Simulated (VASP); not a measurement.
Here is a VASP 6.6.1 calculation.

File INCAR:

```
PREC = Accurate
ENCUT = 520
EDIFF = 1E-6
ISMEAR = 1
SIGMA = 0.1
LREAL = False
LASPH = True
NELM = 100
ALGO = Normal
ISIF = 2
LWAVE = False
LCHARG = False
NBANDS = 12
```

The input KPOINTS:

```
regular mesh
0
Gamma
  14 14 14
```

The input POSCAR:

```
Nb
1.0
   -1.6231103068      1.6231103068      1.6231103068
    1.6231103068     -1.6231103068      1.6231103068
    1.6231103068      1.6231103068     -1.6231103068
Nb
1
Direct
    0.0000000000      0.0000000000      0.0000000000
```

Potentials or basis: VASP PAW LDA potentials, release 64 (Nb_sv).

Run with:

```bash
$ cat potpaw_LDA.64/Nb_sv/POTCAR > POTCAR
$ mpirun -np 1 vasp_std > vasp.out
```

**Question.** Predict the pressure.

**Answer.** -0.1 GPa.
